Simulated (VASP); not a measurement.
# ZrSc (P-6m2) in VASP: notebook

Runs on ZrSc. Level: LDA. Tasks: single point.

Program: VASP 6.6.1. These are calculated values, not measurements. Logs are shortened: lines on timing, memory, paths and dates and some standing lists are left out, and cuts for length are marked.

### 1 The cell of the first run

Symmetry: P-6m2, No. 187, hexagonal system. The conventional cell has a = 3.151 Å, b = 3.151 Å, c = 5.021 Å, α = 90.00°, β = 90.00°, γ = 120.00°. Zr (site symmetry -6m2) has 6 Sc at 3.10 Å and 6 Zr at 3.15 Å within 4.1 Å. Within 4.1 Å of Sc (site symmetry -6m2) lie 6 Zr at 3.10 Å and 6 Sc at 3.15 Å.

### 2 Single point, LDA (21.59 Å³/atom)

File INCAR:

```
PREC     = Accurate       # precision mode
ENCUT    = 520            # plane-wave cutoff, eV
EDIFF    = 1E-6           # SCF threshold, eV
ISMEAR   = -1             # smearing method
SIGMA    = 0.15           # smearing width, eV
LREAL    = F              # projectors in reciprocal space
LASPH    = T              # aspherical terms in the spheres
NELM     = 60             # most SCF steps
ALGO     = Normal         # electronic algorithm
ISIF     = 2              # what is computed and relaxed
LWAVE    = F              # write WAVECAR
LCHARG   = T              # write CHGCAR
GGA      = CA             # functional
LELF     = T              # ELF
LVHAR    = T            
NBANDS   = 18             # bands
```

File KPOINTS:

```
regular mesh
0
Gamma
  15 15 8
```

File POSCAR:

```
ZrSc
1.0
    3.1514221788      0.0000000000      0.0000000000
   -1.5757110894      2.7292116649      0.0000000000
    0.0000000000      0.0000000000      5.0207273077
Zr Sc
1 1
Direct
    0.6666666667      0.3333333333      0.0000000000
    0.0000000000      0.0000000000      0.5000000000
```

Potentials or basis: VASP PAW LDA potentials, release 64 (Zr_sv, Sc_sv).

The run is started by

```
cat potpaw_LDA.64/Zr_sv/POTCAR potpaw_LDA.64/Sc_sv/POTCAR > POTCAR
mpirun -np 1 vasp_std > vasp.out
```

OUTCAR:

```text
PREC = Accurate
   ENCUT = 520
   EDIFF = 1E-6
   ISMEAR = -1
   LREAL = F
   LASPH = T
   NELM = 60
   ISIF = 2
   GGA = CA

 ion  position               nearest neighbor table
   1  0.667  0.333  0.000-   2 3.10   2 3.10   2 3.10   2 3.10   2 3.10   2 3.10
   2  0.000  0.000  0.500-   1 3.10   1 3.10   1 3.10   1 3.10   1 3.10   1 3.10

  LATTYP: Found a hexagonal cell.
 ALAT       =     3.1514221788
 C/A-ratio  =     1.5931623955

  Lattice vectors:

 A1 = (   3.1514221788,   0.0000000000,   0.0000000000)
 A2 = (  -1.5757110894,   2.7292116649,   0.0000000000)
 A3 = (   0.0000000000,   0.0000000000,   5.0207273077)

Analysis of symmetry for initial positions (statically):
=====================================================================
 Subroutine PRICEL returns:
 Original cell was already a primitive cell.

 Routine SETGRP: Setting up the symmetry group for a
 hexagonal supercell.

 Subroutine GETGRP returns: Found 12 space group operations
 (whereof 12 operations were pure point group operations)
 out of a pool of 24 trial point group operations.

The static configuration has the point symmetry D_3h.

Analysis of symmetry for dynamics (positions and initial velocities):
=====================================================================
 Subroutine PRICEL returns:
 Original cell was already a primitive cell.

 Routine SETGRP: Setting up the symmetry group for a
 hexagonal supercell.

 Subroutine GETGRP returns: Found 12 space group operations
 (whereof 12 operations were pure point group operations)
 out of a pool of 24 trial point group operations.

The dynamic configuration has the point symmetry D_3h.

 Subroutine INISYM returns: Found 12 space group operations
 (whereof 12 operations are pure point group operations),
 and found     1 'primitive' translations

----------------------------------------------------------------------------------------

                                     Primitive cell

  volume of cell :      43.1828

  direct lattice vectors                    reciprocal lattice vectors
     3.151422179  0.000000000  0.000000000     0.317317053  0.183203086  0.000000000
    -1.575711089  2.729211665  0.000000000     0.000000000  0.366406172  0.000000000
     0.000000000  0.000000000  5.020727308     0.000000000  0.000000000  0.199174330

  length of vectors
     3.151422179  3.151422179  5.020727308     0.366406172  0.366406172  0.199174330

  position of ions in fractional coordinates (direct lattice)
     0.666666667  0.333333333  0.000000000
     0.000000000  0.000000000  0.500000000

  ion indices of the primitive-cell ions
   primitive index   ion index
                 1           1
                 2           2

----------------------------------------------------------------------------------------

 KPOINTS: regular mesh

Automatic generation of k-mesh.
 Grid dimensions read from file:
 generate k-points for:   15   15    8

 Generating k-lattice:

  Cartesian coordinates                     Fractional coordinates (reciprocal lattice)
     0.021154470  0.012213539  0.000000000     0.066666667  0.000000000  0.000000000
     0.000000000  0.024427078  0.000000000     0.000000000  0.066666667  0.000000000
     0.000000000  0.000000000  0.024896791     0.000000000  0.000000000  0.125000000

  Length of vectors
     0.024427078  0.024427078  0.024896791

  Shift w.r.t. Gamma in fractional coordinates (k-lattice)
     0.000000000  0.000000000  0.000000000

 Subroutine IBZKPT returns following result:
 ===========================================

 Found    135 irreducible k-points:

 Following reciprocal coordinates:
            Coordinates               Weight
  0.000000  0.000000  0.000000      1.000000
  0.066667  0.000000  0.000000      6.000000
  0.133333  0.000000  0.000000      6.000000
  0.200000  0.000000  0.000000      6.000000
  0.266667  0.000000  0.000000      6.000000
  0.333333  0.000000  0.000000      6.000000
[... 16 lines left out ...]
  0.333333  0.200000  0.000000     12.000000
  0.400000  0.200000  0.000000      6.000000
 [... further k-points ...]
   k-points           NKPTS =    135   k-points in BZ     NKDIM =    135   number of bands    NBANDS=     18
   number of dos      NEDOS =    301   number of ions     NIONS =      2
   total plane-waves  NPLWV =  23040
   dimension x,y,z NGX =    24 NGY =   24 NGZ =   40
   dimension x,y,z NGXF=    48 NGYF=   48 NGZF=   80
   ions per type =               1   1
   NGX,Y,Z   is equivalent  to a cutoff of  12.66, 12.66, 13.24 a.u.
   NGXF,Y,Z  is equivalent  to a cutoff of  25.32, 25.32, 26.49 a.u.
 SYSTEM =  unknown system
   PREC   = accura    normal or accurate (medium, high low for compatibility)
   ISTART =      0    job   : 0-new  1-cont  2-samecut
   ICHARG =      2    charge: 1-file 2-atom 10-const
   ISPIN  =      1    spin polarized calculation?
   LNONCOLLINEAR =      F non collinear calculations
   LSORBIT =      F    spin-orbit coupling
   LASPH  =      T    aspherical Exc in radial PAW
   ENCUT  =  520.0 eV  38.22 Ry    6.18 a.u.   5.86  5.86  9.34*2*pi/ulx,y,z
   NELM   =     60;   NELMIN=  2; NELMDL= -5     # of ELM steps
   EDIFF  = 0.1E-05   stopping-criterion for ELM
   LREAL  =      F    real-space projection
   EDIFFG = 0.1E-04   stopping-criterion for IOM
   NSW    =      0    number of steps for IOM
   IBRION =     -1    ionic relax: 0-MD 1-quasi-New 2-CG
   NFREE  =      0    steps in history (QN), initial steepest desc. (CG)
   ISIF   =      2    stress and relaxation
   ISYM   =      2    0-nonsym 1-usesym 2-fastsym
   POTIM  = 0.5000    time-step for ionic-motion
   TEBEG  =    0.0;   TEEND  =   0.0 temperature during run
   PSTRESS=    0.0 pullay stress
   NELECT =      23.0000    total number of electrons
   NUPDOWN=      -1.0000    fix difference up-down
   EMIN   =  10.00;   EMAX   =-10.00  energy-range for DOS
   EFERMI =   0.00;   METHOD = LEGACY
   ISMEAR =    -1;   SIGMA  =   0.15  broadening in eV -4-tet -1-fermi 0-gaus
   EFERMI_NEDOS =   21; number of points for ismear=-14 and -15
   IALGO  =     38    algorithm
   IMIX   =      4    mixing-type and parameters
     AMIX     =   0.40;   BMIX     =  1.00
     AMIX_MAG =   1.60;   BMIX_MAG =  1.00
  volume/ion in A,a.u.               =      21.59       145.71
  Fermi-wavevector in a.u.,A,eV,Ry     =   1.327030  2.507722 23.959965  1.761008
  Thomas-Fermi vector in A             =   2.456372
   LORBIT       =      0    0 simple, 1 ext, 2 COOP (PROOUT), +10 PAW based schemes
   GGA     = CA    functional components
   LHFCALC =     F    Hartree Fock is set to
   AEXX    =    0.0000 exact exchange contribution
   IVDW    =     0    specifies the selected vdW correction
   LEPSILON=     F    determine dielectric tensor
   LRPA    =     F    only Hartree local field effects (RPA)
 non-spin polarized calculation
  energy-cutoff  :      520.00
  volume of cell :       43.18
 maximum number of plane-waves:      1194
 NGX is ok and might be reduce to    24
   NGX = 11   NGY = 11   NGZ = 19

 number of electron      23.0000002 magnetization

 Free energy of the ion-electron system (eV)
  ---------------------------------------------------
  ext. energy  EPLUGINS =         0.00000000
  ---------------------------------------------------
  free energy    TOTEN  =       -16.11630135 eV

  energy without entropy =      -15.91324954  energy(sigma->0) =      -16.01477544

 E-fermi :   6.8704     XC(G=0): -11.1790

 val. band max:        6.8691577157   @ k =   0.2667   0.0667   0.5000
 cond. band min:       6.8758639584   @ k =   0.3333   0.2000   0.5000
 fundamental gap:      0.0067062427
 Fermi energy:         6.8704030469

 k-point     1 :       0.0000    0.0000    0.0000
  band No.  band energies     occupation
      1     -41.5469      2.00000
      2     -41.2735      2.00000
      3     -20.7380      2.00000
      4     -20.2859      2.00000
      5     -20.2859      2.00000
      6     -19.3841      2.00000
[... 10 lines left out ...]
     17       9.4366      0.00000
     18       9.4366      0.00000

 k-point     2 :       0.0667    0.0000    0.0000
  band No.  band energies     occupation
      1     -41.5429      2.00000
      2     -41.2696      2.00000
      3     -20.7289      2.00000
      4     -20.3061      2.00000
      5     -20.2908      2.00000
      6     -19.3853      2.00000
[... 10 lines left out ...]
     17       9.3138      0.00000
     18       9.3422      0.00000

 k-point     3 :       0.1333    0.0000    0.0000
  band No.  band energies     occupation
      1     -41.5317      2.00000
      2     -41.2585      2.00000
      3     -20.7028      2.00000
      4     -20.3630      2.00000
      5     -20.3044      2.00000
      6     -19.3886      2.00000
[... 10 lines left out ...]
     17       9.1053      0.00000
     18       9.3165      0.00000

 k-point     4 :       0.2000    0.0000    0.0000
  band No.  band energies     occupation
      1     -41.5153      2.00000
      2     -41.2419      2.00000
      3     -20.6638      2.00000
      4     -20.4461      2.00000
      5     -20.3245      2.00000
      6     -19.3941      2.00000
[... 10 lines left out ...]
     17       9.4090      0.00000
     18       9.7325      0.00000

 k-point     5 :       0.2667    0.0000    0.0000
  band No.  band energies     occupation
      1     -41.4966      2.00000
      2     -41.2226      2.00000
      3     -20.6178      2.00000
      4     -20.5405      2.00000
      5     -20.3475      2.00000
      6     -19.5126      2.00000
[... 10 lines left out ...]
     17       9.9166      0.00000
     18      10.3151      0.00000

 k-point     6 :       0.3333    0.0000    0.0000
  band No.  band energies     occupation
      1     -41.4788      2.00000
      2     -41.2039      2.00000
      3     -20.6301      2.00000
      4     -20.5726      2.00000
      5     -20.3694      2.00000
      6     -19.6810      2.00000
[... 10 lines left out ...]
     17      10.5825      0.00000
     18      11.0820      0.00000

 k-point     7 :       0.4000   -0.0000    0.0000
  band No.  band energies     occupation
      1     -41.4650      2.00000
      2     -41.1890      2.00000
      3     -20.6995      2.00000
      4     -20.5364      2.00000
      5     -20.3865      2.00000
      6     -19.8095      2.00000
[... 10 lines left out ...]
     17      11.4221      0.00000
     18      11.9506      0.00000

 k-point     8 :       0.4667   -0.0000    0.0000
  band No.  band energies     occupation
      1     -41.4575      2.00000
      2     -41.1808      2.00000
      3     -20.7374      2.00000
      4     -20.5162      2.00000
      5     -20.3958      2.00000
      6     -19.8788      2.00000
[... 10 lines left out ...]
     17      12.0319      0.00000
     18      12.3000      0.00000
[... 229 lines left out ...]
     17      11.2735      0.00000
     18      11.8020      0.00000

 k-point    20 :       0.4000    0.1333    0.0000
  band No.  band energies     occupation
      1     -41.4540      2.00000
      2     -41.1769      2.00000
      3     -20.7141      2.00000
      4     -20.5070      2.00000
      5     -20.4450      2.00000
      6     -19.8324      2.00000
[... 10 lines left out ...]
     17      11.6300      0.00000
     18      11.8070      0.00000

 k-point    21 :       0.2000    0.2000    0.0000
  band No.  band energies     occupation
      1     -41.4746      2.00000
      2     -41.1993      2.00000
      3     -20.6092      2.00000
      4     -20.5620      2.00000
      5     -20.4201      2.00000
      6     -19.6403      2.00000
[... 10 lines left out ...]
     17      10.7653      0.00000
     18      11.7324      0.00000

 k-point    22 :       0.2667    0.2000    0.0000
  band No.  band energies     occupation
      1     -41.4616      2.00000
      2     -41.1852      2.00000
      3     -20.6521      2.00000
      4     -20.5279      2.00000
      5     -20.4603      2.00000
      6     -19.7179      2.00000
[... 10 lines left out ...]
     17      11.2368      0.00000
     18      11.6863      0.00000

 k-point    23 :       0.3333    0.2000    0.0000
  band No.  band energies     occupation
      1     -41.4529      2.00000
      2     -41.1756      2.00000
      3     -20.6799      2.00000
      4     -20.5044      2.00000
      5     -20.4886      2.00000
      6     -19.7666      2.00000
[... 10 lines left out ...]
     17      11.5038      0.00000
     18      11.6629      0.00000

 k-point    24 :       0.4000    0.2000    0.0000
  band No.  band energies     occupation
      1     -41.4498      2.00000
      2     -41.1722      2.00000
      3     -20.6895      2.00000
      4     -20.4988      2.00000
      5     -20.4960      2.00000
      6     -19.7832      2.00000
[... 10 lines left out ...]
     17      11.5363      0.00000
     18      11.6548      0.00000

 [... further k-points ...]

------------------------ aborting loop because EDIFF is reached ----------------------------------------

  FORCE on cell =-STRESS in cart. coord.  units (eV):
  Direction    XX          YY          ZZ          XY          YZ          ZX
  --------------------------------------------------------------------------------------
  -------------------------------------------------------------------------------------
  Total        0.4816757      0.4816757      0.5017649      0.0000000      0.0000000      0.0000000
  in kB       17.8712497     17.8712497     18.6166024      0.0000000      0.0000000      0.0000000
  external PRESSURE =      18.1197006 kB  Pullay stress =       0.0000000 kB

 VOLUME and BASIS-vectors are now :
 -----------------------------------------------------------------------------
  energy-cutoff  :      520.00
  volume of cell :       43.18
      direct lattice vectors                 reciprocal lattice vectors
     3.151422179  0.000000000  0.000000000     0.317317053  0.183203086  0.000000000
    -1.575711089  2.729211665  0.000000000     0.000000000  0.366406172  0.000000000
     0.000000000  0.000000000  5.020727308     0.000000000  0.000000000  0.199174330

 POSITION                                       TOTAL-FORCE (eV/Angst)
 -----------------------------------------------------------------------------------
      1.57571      0.90974      0.00000        -0.000000      0.000000      0.000000
      0.00000      0.00000      2.51036         0.000000      0.000000      0.000000
 -----------------------------------------------------------------------------------
    total drift:                               -0.000000      0.000000      0.000000

  FREE ENERGIE OF THE ION-ELECTRON SYSTEM (eV)
  ---------------------------------------------------
  free  energy   TOTEN  =       -16.1163013478 eV

  energy  without entropy=      -15.9132495355  energy(sigma->0) =      -16.01477544
```

Run time: 86 s. Hardware: 1 thread of AMD EPYC 7R43 (Zen 3), shared host; peak memory 0.19 GiB.

Results:

```
Free energy            : -16.1163 eV
Pressure               : 1.8 GPa
Band gap on the k mesh : zero (an odd number of electrons rules out a gap without spin polarisation)
```

Levels at points of the mesh, in eV from the Fermi level:
| k point | band 9 | band 10 | band 11 | band 12 | band 13 | band 14 | band 15 | band 16 |
| --- | --- | --- | --- | --- | --- | --- | --- | --- |
| (0.00, 0.00, 0.00) | -5.44 | -2.53 | 1.29 | 1.29 | 1.29 | 1.61 | 2.11 | 2.11 |
| (0.00, 0.00, 0.50) | -3.91 | -3.48 | 0.15 | 0.98 | 1.08 | 1.08 | 1.54 | 1.54 |

(Part 1 of 2 ends here.)
